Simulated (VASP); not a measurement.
# PtSe2 in VASP: single point with PBE+D3(BJ)

Aim: the single point of PtSe2 with PBE+D3(BJ).

Everything below comes from runs of VASP 6.6.1. Logs are shortened: lines on timing, memory, paths and dates and some standing lists are left out, and cuts for length are marked.

## (1) The cell of the first run

The cell holds a slab with vacuum, 6 atoms: a = 3.707 Å, b = 3.707 Å, c = 22.798 Å, α = 90.00°, β = 90.00°, γ = 120.00°.

## (2) Single point, PBE+D3(BJ)

Input file INCAR:

```
  PREC = Accurate
  ENCUT = 520
  EDIFF = 1E-6
  ISMEAR = 0
  SIGMA = 0.05
  LREAL = False
  LASPH = True
  NELM = 60
  ALGO = Normal
  ISIF = 2
  LWAVE = False
  LCHARG = False
  LDIPOL = True
  IDIPOL = 3
  DIPOL = 0.5 0.5 0.395
  GGA = PE
  IVDW = 12
  NBANDS = 31
```

Input file KPOINTS:

```
regular mesh
0
Gamma
  9 9 1
```

Input file POSCAR:

```
PtSe2
1.0
    3.7070358035      0.0000000000      0.0000000000
   -1.8535179017      3.2103871786      0.0000000000
    0.0000000000      0.0000000000     22.7981617435
Se Pt
4 2
Direct
    0.6666666667      0.3333333333      0.1973843352
    0.3333333333      0.6666666667      0.3135814612
    0.5000000000      1.0000000000      0.4763138798
    0.8333333333      0.6666666667      0.5925110057
    0.0000000000      0.0000000000      0.2554828982
    1.1666666667      1.3333333333      0.5344124428
```

Potentials or basis: VASP PAW PBE potentials, release 64 (Se, Pt).

Command:

```
$ cat potpaw_PBE.64/Se/POTCAR potpaw_PBE.64/Pt/POTCAR > POTCAR
$ mpirun -np 1 vasp_std > vasp.out
```

OUTCAR:

```text
PREC = Accurate
   ENCUT = 520
   EDIFF = 1E-6
   ISMEAR = 0
   LREAL = False
   LASPH = True
   NELM = 60
   ISIF = 2
   GGA = PE
   IVDW = 12
 IVDW          = 12

 ion  position               nearest neighbor table
   1  0.667  0.333  0.197-   5 2.52   5 2.52   5 2.52
   2  0.333  0.667  0.314-   5 2.52   5 2.52   5 2.52
   3  0.500  0.000  0.476-   6 2.52   6 2.52   6 2.52
   4  0.833  0.667  0.593-   6 2.52   6 2.52   6 2.52
   5  0.000  0.000  0.255-   1 2.52   2 2.52   1 2.52   2 2.52   1 2.52   2 2.52
   6  0.167  0.333  0.534-   4 2.52   4 2.52   4 2.52   3 2.52   3 2.52   3 2.52

  LATTYP: Found a hexagonal cell.
 ALAT       =     3.7070358035
 C/A-ratio  =     6.1499707454

  Lattice vectors:

 A1 = (   3.7070358035,   0.0000000000,   0.0000000000)
 A2 = (  -1.8535179017,   3.2103871786,   0.0000000000)
 A3 = (   0.0000000000,   0.0000000000,  22.7981617435)

Analysis of symmetry for initial positions (statically):
=====================================================================
 Subroutine PRICEL returns:
 Original cell was already a primitive cell.

 Routine SETGRP: Setting up the symmetry group for a
 hexagonal supercell.

 Subroutine GETGRP returns: Found  2 space group operations
 (whereof  2 operations were pure point group operations)
 out of a pool of 24 trial point group operations.

The static configuration has the point symmetry C_1h.

Analysis of symmetry for dynamics (positions and initial velocities):
=====================================================================
 Subroutine PRICEL returns:
 Original cell was already a primitive cell.

 Routine SETGRP: Setting up the symmetry group for a
 hexagonal supercell.

 Subroutine GETGRP returns: Found  2 space group operations
 (whereof  2 operations were pure point group operations)
 out of a pool of 24 trial point group operations.

The dynamic configuration has the point symmetry C_1h.

 Subroutine INISYM returns: Found  2 space group operations
 (whereof  2 operations are pure point group operations),
 and found     1 'primitive' translations

----------------------------------------------------------------------------------------

                                     Primitive cell

  volume of cell :     271.3214

  direct lattice vectors                    reciprocal lattice vectors
     3.707035804  0.000000000  0.000000000     0.269757308  0.155744455  0.000000000
    -1.853517902  3.210387179  0.000000000     0.000000000  0.311488909  0.000000000
     0.000000000  0.000000000 22.798161743     0.000000000  0.000000000  0.043863186

  length of vectors
     3.707035804  3.707035804 22.798161743     0.311488909  0.311488909  0.043863186

  position of ions in fractional coordinates (direct lattice)
     0.666666667  0.333333333  0.197384335
     0.333333333  0.666666667  0.313581461
     0.500000000  0.000000000  0.476313880
     0.833333333  0.666666667  0.592511006
     0.000000000  0.000000000  0.255482898
     0.166666667  0.333333333  0.534412443

  ion indices of the primitive-cell ions
   primitive index   ion index
                 1           1
                 2           2
                 3           3
                 4           4
                 5           5
                 6           6

----------------------------------------------------------------------------------------

 KPOINTS: regular mesh

Automatic generation of k-mesh.
 Grid dimensions read from file:
 generate k-points for:    9    9    1

 Generating k-lattice:

  Cartesian coordinates                     Fractional coordinates (reciprocal lattice)
     0.029973034  0.017304939  0.000000000     0.111111111  0.000000000  0.000000000
     0.000000000  0.034609879  0.000000000     0.000000000  0.111111111  0.000000000
     0.000000000  0.000000000  0.043863186     0.000000000  0.000000000  1.000000000

  Length of vectors
     0.034609879  0.034609879  0.043863186

  Shift w.r.t. Gamma in fractional coordinates (k-lattice)
     0.000000000  0.000000000  0.000000000

 Subroutine IBZKPT returns following result:
 ===========================================

 Found     25 irreducible k-points:

 Following reciprocal coordinates:
            Coordinates               Weight
  0.000000  0.000000  0.000000      1.000000
  0.111111 -0.000000  0.000000      4.000000
  0.000000  0.111111  0.000000      2.000000
  0.222222  0.000000  0.000000      4.000000
  0.000000  0.222222  0.000000      2.000000
  0.333333  0.000000  0.000000      4.000000
[... 16 lines left out ...]
 -0.222222 -0.444444  0.000000      4.000000
  0.444444  0.333333  0.000000      4.000000
   k-points           NKPTS =     25   k-points in BZ     NKDIM =     25   number of bands    NBANDS=     31
   number of dos      NEDOS =    301   number of ions     NIONS =      6
   total plane-waves  NPLWV = 141120
   dimension x,y,z NGX =    28 NGY =   28 NGZ =  180
   dimension x,y,z NGXF=    56 NGYF=   56 NGZF=  360
   ions per type =               4   2
   NGX,Y,Z   is equivalent  to a cutoff of  12.56, 12.56, 13.13 a.u.
   NGXF,Y,Z  is equivalent  to a cutoff of  25.11, 25.11, 26.25 a.u.
 SYSTEM =  unknown system
   PREC   = accura    normal or accurate (medium, high low for compatibility)
   ISTART =      0    job   : 0-new  1-cont  2-samecut
   ICHARG =      2    charge: 1-file 2-atom 10-const
   ISPIN  =      1    spin polarized calculation?
   LNONCOLLINEAR =      F non collinear calculations
   LSORBIT =      F    spin-orbit coupling
   LASPH  =      T    aspherical Exc in radial PAW
   ENCUT  =  520.0 eV  38.22 Ry    6.18 a.u.   6.89  6.89 42.39*2*pi/ulx,y,z
   NELM   =     60;   NELMIN=  2; NELMDL= -5     # of ELM steps
   EDIFF  = 0.1E-05   stopping-criterion for ELM
   LREAL  =      F    real-space projection
   EDIFFG = 0.1E-04   stopping-criterion for IOM
   NSW    =      0    number of steps for IOM
   IBRION =     -1    ionic relax: 0-MD 1-quasi-New 2-CG
   NFREE  =      0    steps in history (QN), initial steepest desc. (CG)
   ISIF   =      2    stress and relaxation
   ISYM   =      2    0-nonsym 1-usesym 2-fastsym
   POTIM  = 0.5000    time-step for ionic-motion
   TEBEG  =    0.0;   TEEND  =   0.0 temperature during run
   PSTRESS=    0.0 pullay stress
   NELECT =      44.0000    total number of electrons
   NUPDOWN=      -1.0000    fix difference up-down
   EMIN   =  10.00;   EMAX   =-10.00  energy-range for DOS
   EFERMI =   0.00;   METHOD = LEGACY
   ISMEAR =     0;   SIGMA  =   0.05  broadening in eV -4-tet -1-fermi 0-gaus
   EFERMI_NEDOS =   21; number of points for ismear=-14 and -15
   IALGO  =     38    algorithm
   IMIX   =      4    mixing-type and parameters
     AMIX     =   0.40;   BMIX     =  1.00
     AMIX_MAG =   1.60;   BMIX_MAG =  1.00
  volume/ion in A,a.u.               =      45.22       305.16
  Fermi-wavevector in a.u.,A,eV,Ry     =   0.892752  1.687057 10.843938  0.797007
  Thomas-Fermi vector in A             =   2.014742
   LORBIT       =      0    0 simple, 1 ext, 2 COOP (PROOUT), +10 PAW based schemes
   GGA     = PE    functional components
   LHFCALC =     F    Hartree Fock is set to
   AEXX    =    0.0000 exact exchange contribution
   IVDW    =    12    specifies the selected vdW correction
   LEPSILON=     F    determine dielectric tensor
   LRPA    =     F    only Hartree local field effects (RPA)
 non-spin polarized calculation
 Gauss-broadening in eV      SIGMA  =   0.05
  energy-cutoff  :      520.00
  volume of cell :      271.32
 maximum number of plane-waves:      7334
   NGX = 13   NGY = 13   NGZ = 85

 dipolmoment           0.000000      0.000000      0.000024 electrons x Angstroem

 number of electron      44.0000001 magnetization

 dipolmoment           0.000000      0.000000     -0.000394 electrons x Angstroem

 Free energy of the ion-electron system (eV)
  ---------------------------------------------------
  ext. energy  EPLUGINS =         0.00000000
  ---------------------------------------------------
  free energy    TOTEN  =       -28.56814947 eV

  energy without entropy =      -28.56814947  energy(sigma->0) =      -28.56814947

 E-fermi :  -0.2429     XC(G=0):  -5.5384

 val. band max:       -0.4859451013   @ k =  -0.2222   0.1111   0.0000
 cond. band min:       0.5462393525   @ k =   0.2222   0.0000   0.0000
 fundamental gap:      1.0321844537
 Fermi energy:        -0.2429299539

 k-point     1 :       0.0000    0.0000    0.0000
  band No.  band energies     occupation
      1     -14.7464      2.00000
      2     -14.7105      2.00000
      3     -13.0020      2.00000
      4     -12.9278      2.00000
      5      -5.9630      2.00000
      6      -5.7764      2.00000
[... 23 lines left out ...]
     30       4.8948      0.00000
     31       4.9228      0.00000

 k-point     2 :       0.1111   -0.0000    0.0000
  band No.  band energies     occupation
      1     -14.6141      2.00000
      2     -14.5780      2.00000
      3     -13.0056      2.00000
      4     -12.9358      2.00000
      5      -5.8663      2.00000
      6      -5.7938      2.00000
[... 23 lines left out ...]
     30       5.5464      0.00000
     31       5.6062      0.00000

 k-point     3 :       0.0000    0.1111    0.0000
  band No.  band energies     occupation
      1     -14.6140      2.00000
      2     -14.5782      2.00000
      3     -13.0053      2.00000
      4     -12.9361      2.00000
      5      -5.8671      2.00000
      6      -5.7942      2.00000
[... 23 lines left out ...]
     30       5.5299      0.00000
     31       5.6234      0.00000

 k-point     4 :       0.2222    0.0000    0.0000
  band No.  band energies     occupation
      1     -14.2484      2.00000
      2     -14.2118      2.00000
      3     -13.0184      2.00000
      4     -12.9597      2.00000
      5      -5.8688      2.00000
      6      -5.7864      2.00000
[... 23 lines left out ...]
     30       5.3838      0.00000
     31       6.0428      0.00000

 k-point     5 :       0.0000    0.2222    0.0000
  band No.  band energies     occupation
      1     -14.2478      2.00000
      2     -14.2124      2.00000
      3     -13.0172      2.00000
      4     -12.9609      2.00000
      5      -5.8695      2.00000
      6      -5.7866      2.00000
[... 23 lines left out ...]
     30       5.3857      0.00000
     31       6.0505      0.00000
[... 542 lines left out ...]
     30       6.3089      0.00000
     31       6.7981      0.00000

 k-point    22 :       0.3333    0.2222    0.0000
  band No.  band energies     occupation
      1     -13.2003      2.00000
      2     -13.1640      2.00000
      3     -13.0690      2.00000
      4     -13.0388      2.00000
      5      -6.2974      2.00000
      6      -6.2667      2.00000
[... 23 lines left out ...]
     30       6.9949      0.00000
     31       7.2607      0.00000

 k-point    23 :      -0.2222   -0.4444    0.0000
  band No.  band energies     occupation
      1     -13.1983      2.00000
      2     -13.1653      2.00000
      3     -13.0679      2.00000
      4     -13.0407      2.00000
      5      -6.2947      2.00000
      6      -6.2699      2.00000
[... 23 lines left out ...]
     30       7.0094      0.00000
     31       7.3103      0.00000

 k-point    24 :       0.4444    0.3333    0.0000
  band No.  band energies     occupation
      1     -13.2017      2.00000
      2     -13.1632      2.00000
      3     -13.0695      2.00000
      4     -13.0379      2.00000
      5      -6.2965      2.00000
      6      -6.2672      2.00000
[... 23 lines left out ...]
     30       7.0459      0.00000
     31       7.2745      0.00000

 [... further k-points ...]

------------------------ aborting loop because EDIFF is reached ----------------------------------------

 vacuum level on the upper side and lower side of the slab       (xc-potential included)        -0.199        -0.193

 Edisp (eV)   -2.02867

 E8    (eV) :    -0.8996

  FORCE on cell =-STRESS in cart. coord.  units (eV):
  Direction    XX          YY          ZZ          XY          YZ          ZX
  --------------------------------------------------------------------------------------
  -------------------------------------------------------------------------------------
  Total      -0.17518    -0.12673    -0.59993    -0.00000     0.13292     0.00000
  in kB      -1.03448    -0.74837    -3.54262    -0.00000     0.78488     0.00000
  external pressure =       -1.78 kB  Pullay stress =        0.00 kB

 VOLUME and BASIS-vectors are now :
 -----------------------------------------------------------------------------
  energy-cutoff  :      520.00
  volume of cell :      271.32
      direct lattice vectors                 reciprocal lattice vectors
     3.707035804  0.000000000  0.000000000     0.269757308  0.155744455  0.000000000
    -1.853517902  3.210387179  0.000000000     0.000000000  0.311488909  0.000000000
     0.000000000  0.000000000 22.798161743     0.000000000  0.000000000  0.043863186

 POSITION                                       TOTAL-FORCE (eV/Angst)
 -----------------------------------------------------------------------------------
      1.85352      1.07013      4.50000        -0.000000     -0.014004     -0.001238
     -0.00000      2.14026      7.14908        -0.000000     -0.030933      0.056355
      1.85352      0.00000     10.85908         0.000000      0.028261     -0.058854
      1.85352      2.14026     13.50816         0.000000      0.008621      0.000188
      0.00000      0.00000      5.82454         0.000000      0.016590      0.055688
      0.00000      1.07013     12.18362        -0.000000     -0.008535     -0.052139
 -----------------------------------------------------------------------------------
    total drift:                               -0.000000      0.000211      0.000097

  FREE ENERGIE OF THE ION-ELECTRON SYSTEM (eV)
  ---------------------------------------------------
  free  energy   TOTEN  =       -30.5968164243 eV

  energy  without entropy=      -30.5968164243  energy(sigma->0) =      -30.59681642

 vacuum level on the upper side and lower side of the slab         4.847         4.853
```

It took 3.2 min on 1 thread of Intel Xeon 6975P-C (Granite Rapids), shared host; peak memory 0.48 GiB.

What came out:

| Property | Result |
| --- | --- |
| Free energy | -30.5968 eV |
| Largest force | 0.065 eV/Å |
| Band gap on the k mesh | 1.03 eV, indirect (least direct gap 1.20 eV) |
| Dispersion energy per atom | -0.338 eV |

Forces in eV/Å, atoms in the order of the input:
```
Se   0.000 -0.014 -0.001
Se   0.000 -0.031  0.056
Se   0.000  0.028 -0.059
Se   0.000  0.009  0.000
Pt   0.000  0.017  0.056
Pt   0.000 -0.009 -0.052
```

Caveat: spin-orbit coupling is left out, which moves the levels of the heavy elements.
